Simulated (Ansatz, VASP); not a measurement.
# One calculation of Sn, two programs

File INCAR:

```
SYSTEM = Sn
PREC = Accurate
ENCUT = 600
EDIFF = 1E-6
ISMEAR = -1
SIGMA = 0.15
LREAL = .False.
LASPH = .True.
NELM = 100
ALGO = Fast
ISIF = 3
LWAVE = .False.
LCHARG = .False.
GGA = PS
IBRION = 2
NSW = 80
EDIFFG = -0.001
```

Contents of KPOINTS:

```
Automatic mesh
0
Gamma
  14 14 14
  0 0 0
```

File POSCAR:

```
Sn
1.0
   -2.9099000276      2.9099000276      1.5869856506
    2.9099000276     -2.9099000276      1.5869856506
    2.9099000276      2.9099000276     -1.5869856506
Sn
2
Direct
    0.7500000000      0.2500000000      0.5000000000
    0.0000000000      0.0000000000      0.0000000000
```

Input for Ansatz:

```yaml
crystal:
  lattice:
    - [-2.9099000276, 2.9099000276, 1.5869856506]
    - [2.9099000276, -2.9099000276, 1.5869856506]
    - [2.9099000276, 2.9099000276, -1.5869856506]
  atoms:
    - { symbol: Sn, position: [0.75, 0.25, 0.5] }
    - { symbol: Sn, position: [0.0, 0.0, 0.0] }
basis:
  ecutwfc: 420
kpoints:
  mp_grid: { grid: [14, 14, 14] }
hamiltonian:
  xc: pbesol
scf:
  occupations: { method: fermi_dirac, width: 0.15 }
output:
  forces: true
  stress: true
  eigenvalues: true
relax:
  adjacent_minimum: "off"
  f_tol: 0.001
  max_steps: 60
  cell: { stress_tol: 0.01 }
```

Alike in both runs: task relaxation of cell and atoms; functional PBEsol; k mesh 14 × 14 × 14; occupations fermi-dirac, width 0.15 eV; no spin polarisation.

|  | VASP | Ansatz |
| --- | --- | --- |
| version | VASP 6.6.1 | Ansatz 0.2.0 |
| potentials or method | VASP PAW PBE potentials, release 64 (Sn_d), cutoff 600 eV | scalar-relativistic, plane waves, PAW |
| valence electrons in the cell | 28 | 28 |

```csv
,VASP,Ansatz,Ansatz less VASP
"gap on the k mesh at the Fermi level, each at its own relaxed structure (eV)",none,none,-
relaxed volume (Å³/atom),26.94,26.94,+0.003
relaxed length of the cell vector where the two differ most in proportion (Å),4.420,4.421,+0.0003
```

VASP's potentials were made for PBE, not for PBEsol. A gap of «none» marks a metal or a gap that the smearing closes.
